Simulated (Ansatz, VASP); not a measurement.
# One calculation of P, two programs

File POSCAR:

```
P
1.0
    1.6793934594      0.9695982659      3.0456553625
   -1.6793934594      0.9695982659      3.0456553625
    0.0000000000     -1.9391965317      3.0456553625
P
2
Direct
    0.7729197500      0.7729197500      0.7729197500
    0.2270802500      0.2270802500      0.2270802500
```

File INCAR.step1:

```
  PREC = Accurate
  ENCUT = 520
  EDIFF = 1E-5
  ISMEAR = 1
  SIGMA = 0.1
  LREAL = False
  LASPH = True
  NELM = 80
  ALGO = Normal
  ISIF = 2
  LWAVE = True
  LCHARG = False
  GGA = PE
  NBANDS = 12
```

INCAR.step2

```
  PREC = Accurate
  ENCUT = 520
  EDIFF = 1E-6
  ISMEAR = 1
  SIGMA = 0.1
  LREAL = False
  LASPH = True
  NELM = 80
  ALGO = Normal
  ISIF = 2
  LWAVE = False
  LCHARG = False
  GGA = B5
  LHFCALC = True
  AEXX = 0.5
  ALDAX = 0.5
  AGGAX = 0.5
  AGGAC = 1.0
  ALDAC = 0.0
  PRECFOCK = Normal
  ISTART = 1
  NBANDS = 12
```

File KPOINTS:

```
Automatic mesh
0
Gamma
  5 5 5
```

File input.yaml:

```yaml
crystal:
  lattice:
    - [1.6793934594, 0.9695982659, 3.0456553625]
    - [-1.6793934594, 0.9695982659, 3.0456553625]
    - [0.0, -1.9391965317, 3.0456553625]
  atoms:
    - { symbol: P, position: [0.77291975, 0.77291975, 0.77291975] }
    - { symbol: P, position: [0.22708025, 0.22708025, 0.22708025] }
hamiltonian:
  xc: { name: BHLYP }
  pseudopotentials: { kind: paw, core: small }
kpoints:
  mp_grid: { grid: [5, 5, 5] }
scf:
  occupations: { method: methfessel_paxton, width: 0.1 }
output:
  forces: true
  stress: true
  eigenvalues: true
  write_density: true
  write_potential: true
  elf: true
  volumetric_format: npy
```

Alike in both runs: task single point; functional BHLYP; k mesh 5 × 5 × 5; occupations methfessel-paxton of order 1, width 0.1 eV; no spin polarisation.

```csv
,VASP,Ansatz
version,VASP 6.6.1,Ansatz 0.2.0
potentials or method,"VASP PAW PBE potentials, release 64 (P)",Ansatz PAW
plane-wave cutoff (eV),520,420
valence electrons in the cell,10,10
```

|  | VASP | Ansatz | Ansatz less VASP |
| --- | --- | --- | --- |
| pressure (GPa) | 9.6 | 12.3 | +2.67 |
| traceless stress, the component that is largest in VASP (GPa) | -0.35 | -2.55 | -2.194 |
| rms of the force components (eV/Å) | 0.382 | 0.111 | -0.2708 |

VASP's potentials were made for PBE, not for BHLYP. Atom by atom the forces differ by 0.271 eV/Å (rms over components). The functional is the same, so the differences come from potentials, cutoffs and numerics.

The k mesh is coarse, so the values compare programs but aren't converged. Noted on Ansatz's run: odd divisions of the mesh miss points on the zone boundary, where band edges often lie, so the gap on the mesh can be too wide.
